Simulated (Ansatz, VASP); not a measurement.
**C: VASP beside Ansatz**

```xyz
2
Lattice="0.0000 1.7769 1.7769 1.7769 0.0000 1.7769 1.7769 1.7769 0.0000" Properties=species:S:1:pos:R:3 pbc="T T T"
C     0.0000    0.0000    0.0000
C     0.8885    0.8885    0.8885
```

Alike in both runs: functional PBEsol; k mesh 12 × 12 × 12; occupations gaussian, width 0.02 eV; no spin polarisation.

Ansatz relaxed the structure, and its values are those at the end. VASP's run is a single point on that final structure, the one shown.

|  | VASP | Ansatz |
| --- | --- | --- |
| version | VASP 6.6.1 | Ansatz 0.2.0 |
| potentials or method | VASP PAW PBE potentials, release 64 (C), cutoff 600 eV | scalar-relativistic, plane waves, PAW |
| valence electrons in the cell | 8 | 8 |

Ansatz gave:

- gap on the k mesh at the Fermi level (eV): 4.07
- least direct gap on the mesh (eV): 5.57
- pressure (GPa): 0.0

Which values does VASP return?

gap on the k mesh at the Fermi level (eV): 4.06; least direct gap on the mesh (eV): 5.57; pressure (GPa): 0.4.

VASP's potentials were made for PBE, not for PBEsol.
